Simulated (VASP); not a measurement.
# Hf (P6_3/mmc) in VASP: electric field gradients with r2SCAN

Aim: the electric field gradients of Hf with r2SCAN.

Program: VASP 6.6.1. These are calculated values, not measurements. Logs are shortened: lines on timing, memory, paths and dates and some standing lists are left out, and cuts for length are marked.

## (1) The cell of the first run

The structure is hexagonal, space group P6_3/mmc (No. 194). The conventional cell has a = 3.192 Å, b = 3.192 Å, c = 5.045 Å, α = 90.00°, β = 90.00°, γ = 120.00°. Within 4.1 Å of Hf (site symmetry -6m2) lie 12 Hf at 3.12 to 3.19 Å.

## (2) Electric field gradients, r2SCAN

The input, POSCAR:

```
Hf
1.0
    3.1923846315      0.0000000000      0.0000000000
   -1.5961923157      2.7646861895      0.0000000000
    0.0000000000      0.0000000000      5.0450416400
Hf
2
Direct
    0.3333333333      0.6666666667      0.2500000000
    0.6666666667      0.3333333333      0.7500000000
```

The input, INCAR.step1:

```
SYSTEM = Hf
  PREC = Accurate
  ENCUT = 440
  ISMEAR = -1
  SIGMA = 0.05
  LREAL = .FALSE.
  LASPH = .TRUE.
  NELM = 120
  ISYM = -1
  NBANDS = 17
  GGA = PE
  ALGO = Normal
  EDIFF = 1E-5
  LWAVE = .TRUE.
  LCHARG = .FALSE.
  GGA_COMPAT = .FALSE.
  KPAR = 1
```

The input, INCAR.step2:

```
SYSTEM = Hf
  PREC = Accurate
  ENCUT = 440
  EDIFF = 1E-8
  ISMEAR = -1
  SIGMA = 0.05
  LREAL = .FALSE.
  LASPH = .TRUE.
  NELM = 120
  ALGO = Normal
  ISIF = 2
  LWAVE = .FALSE.
  LCHARG = .FALSE.
  METAGGA = R2SCAN
  LMIXTAU = .TRUE.
  LEFG = .TRUE.
  ISYM = -1
  NBANDS = 17
  ISTART = 1
  GGA_COMPAT = .FALSE.
  KPAR = 1
```

The input, KPOINTS:

```
explicit points
504
Reciprocal
  0.04166667   0.04166667   0.07142857 2
  0.04166667   0.04166667   0.21428571 2
  0.04166667   0.04166667   0.35714286 2
  0.04166667   0.04166667   0.50000000 2
  0.04166667   0.04166667   0.64285714 2
  0.04166667   0.04166667   0.78571429 2
[... 496 lines left out ...]
  0.45833333   0.95833333   0.78571429 2
  0.45833333   0.95833333   0.92857143 2
```

Potentials or basis: VASP PAW PBE potentials, release 64 (Hf_pv).

Started as:

```
cat potpaw_PBE.64/Hf_pv/POTCAR > POTCAR
cp INCAR.step1 INCAR
mpirun -np 4 vasp_std > vasp.out
cp INCAR.step2 INCAR
mpirun -np 4 vasp_std > vasp.out
```

OUTCAR:

```text
SYSTEM = Hf
   PREC = Accurate
   ENCUT = 440
   EDIFF = 1E-8
   ISMEAR = -1
   LREAL = .FALSE.
   LASPH = .TRUE.
   NELM = 120
   ISIF = 2
   METAGGA = R2SCAN
   ISYM = -1
   ISTART = 1

 ion  position               nearest neighbor table
   1  0.333  0.667  0.250-   2 3.12   2 3.12   2 3.12   2 3.12   2 3.12   2 3.12
   2  0.667  0.333  0.750-   1 3.12   1 3.12   1 3.12   1 3.12   1 3.12   1 3.12

IMPORTANT INFORMATION: All symmetrisations will be switched off!
NOSYMM: (Re-)initialisation of all symmetry stuff for point group C_1.

----------------------------------------------------------------------------------------

                                     Primitive cell

  volume of cell :      44.5272

  direct lattice vectors                    reciprocal lattice vectors
     3.192384631  0.000000000  0.000000000     0.313245462  0.180852352  0.000000000
    -1.596192316  2.764686189  0.000000000     0.000000000  0.361704704  0.000000000
     0.000000000  0.000000000  5.045041640     0.000000000  0.000000000  0.198214419

  length of vectors
     3.192384631  3.192384631  5.045041640     0.361704704  0.361704704  0.198214419

  position of ions in fractional coordinates (direct lattice)
     0.333333333  0.666666667  0.250000000
     0.666666667  0.333333333  0.750000000

  ion indices of the primitive-cell ions
   primitive index   ion index
                 1           1
                 2           2

----------------------------------------------------------------------------------------

 KPOINTS: explicit points

Read explicit list of k-points.

 Found    504 k-points:

 Following reciprocal coordinates:
            Coordinates               Weight
  0.041667  0.041667  0.071429      0.001984
  0.041667  0.041667  0.214286      0.001984
  0.041667  0.041667  0.357143      0.001984
  0.041667  0.041667  0.500000      0.001984
  0.041667  0.041667  0.642857      0.001984
  0.041667  0.041667  0.785714      0.001984
[... 16 lines left out ...]
  0.041667  0.291667  0.214286      0.001984
  0.041667  0.291667  0.357143      0.001984
 [... further k-points ...]
   k-points           NKPTS =    504   k-points in BZ     NKDIM =    504   number of bands    NBANDS=     20
   number of dos      NEDOS =    301   number of ions     NIONS =      2
   total plane-waves  NPLWV =  20736
   dimension x,y,z NGX =    24 NGY =   24 NGZ =   36
   dimension x,y,z NGXF=    48 NGYF=   48 NGZF=   72
   ions per type =               2
   NGX,Y,Z   is equivalent  to a cutoff of  12.50, 12.50, 11.86 a.u.
   NGXF,Y,Z  is equivalent  to a cutoff of  25.00, 25.00, 23.73 a.u.
 SYSTEM =  Hf
   PREC   = accura    normal or accurate (medium, high low for compatibility)
   ISTART =      1    job   : 0-new  1-cont  2-samecut
   ICHARG =      0    charge: 1-file 2-atom 10-const
   ISPIN  =      1    spin polarized calculation?
   LNONCOLLINEAR =      F non collinear calculations
   LSORBIT =      F    spin-orbit coupling
   LASPH  =      T    aspherical Exc in radial PAW
   ENCUT  =  440.0 eV  32.34 Ry    5.69 a.u.   5.46  5.46  8.63*2*pi/ulx,y,z
   NELM   =    120;   NELMIN=  2; NELMDL=  0     # of ELM steps
   EDIFF  = 0.1E-07   stopping-criterion for ELM
   LREAL  =      F    real-space projection
   EDIFFG = 0.1E-06   stopping-criterion for IOM
   NSW    =      0    number of steps for IOM
   IBRION =     -1    ionic relax: 0-MD 1-quasi-New 2-CG
   NFREE  =      0    steps in history (QN), initial steepest desc. (CG)
   ISIF   =      2    stress and relaxation
   ISYM   =     -1    0-nonsym 1-usesym 2-fastsym
   POTIM  = 0.5000    time-step for ionic-motion
   TEBEG  =    0.0;   TEEND  =   0.0 temperature during run
   PSTRESS=    0.0 pullay stress
   NELECT =      20.0000    total number of electrons
   NUPDOWN=      -1.0000    fix difference up-down
   EMIN   =  10.00;   EMAX   =-10.00  energy-range for DOS
   EFERMI =   0.00;   METHOD = LEGACY
   ISMEAR =    -1;   SIGMA  =   0.05  broadening in eV -4-tet -1-fermi 0-gaus
   EFERMI_NEDOS =   21; number of points for ismear=-14 and -15
   IALGO  =     38    algorithm
   IMIX   =      4    mixing-type and parameters
     AMIX     =   0.40;   BMIX     =  1.00
     AMIX_MAG =   1.60;   BMIX_MAG =  1.00
  volume/ion in A,a.u.               =      22.26       150.24
  Fermi-wavevector in a.u.,A,eV,Ry     =   1.253746  2.369236 21.386713  1.571879
  Thomas-Fermi vector in A             =   2.387584
   LORBIT       =      0    0 simple, 1 ext, 2 COOP (PROOUT), +10 PAW based schemes
   METAGGA = R2SCAN    functional components
   LHFCALC =     F    Hartree Fock is set to
   AEXX    =    0.0000 exact exchange contribution
   IVDW    =     0    specifies the selected vdW correction
   LEPSILON=     F    determine dielectric tensor
   LRPA    =     F    only Hartree local field effects (RPA)
 non-spin polarized calculation
  energy-cutoff  :      440.00
  volume of cell :       44.53
 maximum number of plane-waves:       956
 NGX is ok and might be reduce to    24
   NGX = 11   NGY = 11   NGZ = 17

 number of electron      20.0000003 magnetization

 Free energy of the ion-electron system (eV)
  ---------------------------------------------------
  ext. energy  EPLUGINS =         0.00000000
  ---------------------------------------------------
  free energy    TOTEN  =       -90.31007058 eV

  energy without entropy =      -90.30006974  energy(sigma->0) =      -90.30507016

 E-fermi :   4.8605     XC(G=0): -12.1780

 val. band max:        4.8590264127   @ k =   0.4583   0.3750   0.6429
 cond. band min:       4.8696943929   @ k =   0.2917   0.2917   0.3571
 fundamental gap:      0.0106679802
 Fermi energy:         4.8604834119

 k-point     1 :       0.0417    0.0417    0.0714
  band No.  band energies     occupation
      1     -27.3563      2.00000
      2     -26.6271      2.00000
      3     -26.6084      2.00000
      4     -26.5104      2.00000
      5     -26.4792      2.00000
      6     -26.4737      2.00000
[... 12 lines left out ...]
     19      14.5908      0.00000
     20      16.6282      0.00000

 k-point     2 :       0.0417    0.0417    0.2143
  band No.  band energies     occupation
      1     -27.2774      2.00000
      2     -26.6127      2.00000
      3     -26.6023      2.00000
      4     -26.5920      2.00000
      5     -26.4945      2.00000
      6     -26.4871      2.00000
[... 12 lines left out ...]
     19      15.7887      0.00000
     20      16.3008      0.00000

 k-point     3 :       0.0417    0.0417    0.3571
  band No.  band energies     occupation
      1     -27.1328      2.00000
      2     -26.7569      2.00000
      3     -26.5867      2.00000
      4     -26.5711      2.00000
      5     -26.5210      2.00000
      6     -26.5112      2.00000
[... 12 lines left out ...]
     19      16.2651      0.00000
     20      16.6272      0.00000

 k-point     4 :       0.0417    0.0417    0.5000
  band No.  band energies     occupation
      1     -26.9477      2.00000
      2     -26.9477      2.00000
      3     -26.5544      2.00000
      4     -26.5544      2.00000
      5     -26.5407      2.00000
      6     -26.5407      2.00000
[... 12 lines left out ...]
     19      16.7003      0.00000
     20      16.7007      0.00000

 k-point     5 :       0.0417    0.0417    0.6429
  band No.  band energies     occupation
      1     -27.1328      2.00000
      2     -26.7569      2.00000
      3     -26.5867      2.00000
      4     -26.5711      2.00000
      5     -26.5210      2.00000
      6     -26.5112      2.00000
[... 12 lines left out ...]
     19      16.2651      0.00000
     20      16.6272      0.00000

 k-point     6 :       0.0417    0.0417    0.7857
  band No.  band energies     occupation
      1     -27.2774      2.00000
      2     -26.6127      2.00000
      3     -26.6023      2.00000
      4     -26.5920      2.00000
      5     -26.4945      2.00000
      6     -26.4871      2.00000
[... 12 lines left out ...]
     19      15.7887      0.00000
     20      16.3008      0.00000

 k-point     7 :       0.0417    0.0417    0.9286
  band No.  band energies     occupation
      1     -27.3563      2.00000
      2     -26.6271      2.00000
      3     -26.6084      2.00000
      4     -26.5104      2.00000
      5     -26.4792      2.00000
      6     -26.4737      2.00000
[... 12 lines left out ...]
     19      14.5908      0.00000
     20      16.6282      0.00000
[... 277 lines left out ...]
 k-point    20 :       0.0417    0.2083    0.7857
  band No.  band energies     occupation
      1     -27.2035      2.00000
      2     -26.8393      2.00000
      3     -26.7901      2.00000
      4     -26.6667      2.00000
      5     -26.5518      2.00000
      6     -26.5279      2.00000
[... 12 lines left out ...]
     19      15.1734      0.00000
     20      16.6282      0.00000

 k-point    21 :       0.0417    0.2083    0.9286
  band No.  band energies     occupation
      1     -27.2401      2.00000
      2     -26.8559      2.00000
      3     -26.7538      2.00000
      4     -26.6753      2.00000
      5     -26.5383      2.00000
      6     -26.5118      2.00000
[... 12 lines left out ...]
     19      14.4257      0.00000
     20      16.6278      0.00000

 k-point    22 :       0.0417    0.2917    0.0714
  band No.  band energies     occupation
      1     -27.1579      2.00000
      2     -26.9989      2.00000
      3     -26.8881      2.00000
      4     -26.7280      2.00000
      5     -26.5907      2.00000
      6     -26.5372      2.00000
[... 12 lines left out ...]
     19      14.5893      0.00000
     20      16.6159      0.00000

 k-point    23 :       0.0417    0.2917    0.2143
  band No.  band energies     occupation
      1     -27.1837      2.00000
      2     -26.9764      2.00000
      3     -26.8832      2.00000
      4     -26.7121      2.00000
      5     -26.5912      2.00000
      6     -26.5546      2.00000
[... 12 lines left out ...]
     19      14.5508      0.00000
     20      16.6282      0.00000

 k-point    24 :       0.0417    0.2917    0.3571
  band No.  band energies     occupation
      1     -27.1780      2.00000
      2     -27.0548      2.00000
      3     -26.7833      2.00000
      4     -26.6801      2.00000
      5     -26.6193      2.00000
      6     -26.5861      2.00000
[... 12 lines left out ...]
     19      15.3142      0.00000
     20      16.6269      0.00000

 [... further k-points ...]

------------------------ aborting loop because EDIFF is reached ----------------------------------------

  FORCE on cell =-STRESS in cart. coord.  units (eV):
  Direction    XX          YY          ZZ          XY          YZ          ZX
  --------------------------------------------------------------------------------------
  -------------------------------------------------------------------------------------
  Total       -0.0081644     -0.0353177     -0.1117458     -0.0235154      0.0000001     -0.0000000
  in kB       -0.2937728     -1.2707983     -4.0208317     -0.8461309      0.0000048     -0.0000013
  external PRESSURE =      -1.8618009 kB  Pullay stress =       0.0000000 kB

 VOLUME and BASIS-vectors are now :
 -----------------------------------------------------------------------------
  energy-cutoff  :      440.00
  volume of cell :       44.53
      direct lattice vectors                 reciprocal lattice vectors
     3.192384631  0.000000000  0.000000000     0.313245462  0.180852352  0.000000000
    -1.596192316  2.764686189  0.000000000     0.000000000  0.361704704  0.000000000
     0.000000000  0.000000000  5.045041640     0.000000000  0.000000000  0.198214419

 POSITION                                       TOTAL-FORCE (eV/Angst)
 -----------------------------------------------------------------------------------
     -0.00000      1.84312      1.26126         0.002145     -0.001239     -0.000000
      1.59619      0.92156      3.78378        -0.002145      0.001239      0.000000
 -----------------------------------------------------------------------------------
    total drift:                               -0.000003      0.000002     -0.000000

  FREE ENERGIE OF THE ION-ELECTRON SYSTEM (eV)
  ---------------------------------------------------
  free  energy   TOTEN  =       -90.3100705815 eV

  energy  without entropy=      -90.3000697417  energy(sigma->0) =      -90.30507016

 Electric field gradients (V/A^2)
---------------------------------------------------------------------
 ion       V_xx      V_yy      V_zz      V_xy      V_xz      V_yz
---------------------------------------------------------------------
   1     -39.688   -38.521    78.209     1.011    -0.000    -0.000
   2     -39.687   -38.518    78.205     1.013    -0.000    -0.000
---------------------------------------------------------------------

 Electric field gradients after diagonalization (V/A^2)
 (convention: |V_zz| > |V_xx| > |V_yy|)
----------------------------------------------------------------------
 ion       V_xx      V_yy      V_zz     asymmetry (V_yy - V_xx)/ V_zz
----------------------------------------------------------------------
   1     -40.272   -37.937    78.209       0.030
   2     -40.272   -37.933    78.205       0.030
----------------------------------------------------------------------

           NMR quadrupolar parameters

 Cq : quadrupolar parameter    Cq=e*Q*V_zz/h
 eta: asymmetry parameters     (V_yy - V_xx)/ V_zz
 Q  : nuclear electric quadrupole moment in mb (millibarn)
----------------------------------------------------------------------
 ion       Cq(MHz)       eta       Q (mb)
----------------------------------------------------------------------
   1       0.189       0.030       1.000
   2       0.189       0.030       1.000
----------------------------------------------------------------------
```

Wall time 5.1 min (4 MPI ranks of Intel Xeon Platinum 8259CL at 2.50GHz (Skylake/Cascade Lake), shared host); peak memory 0.23 GiB.

Results:

```
Free energy                             : -90.3101 eV
Pressure                                : -0.2 GPa
Band gap on the k mesh                  : zero (bands 10 and 11 overlap by 1.51 eV)
Largest electric field gradient by atom : Hf +78.2 V/Å²
```

Forces on the atoms (eV/Å):
```
Hf   0.002 -0.001  0.000
Hf  -0.002  0.001  0.000
```

Stress tensor (GPa, compression positive):
```
-0.03 -0.08  0.00
-0.08 -0.13  0.00
 0.00  0.00 -0.40
```

Electric field gradients, principal values (V/Å²):
```
atom    least   middle  greatest (by size)
1 Hf  -37.937  -40.272              78.209
2 Hf  -37.933  -40.272              78.205
```

Caveat: without QUAD_EFG the Cq values of the log hold for a quadrupole moment of 1 mb, not for the nuclei; the PAW data sets were made with another functional, which shifts forces and pressure a little; spin-orbit coupling is left out, which moves the levels of the heavy elements.
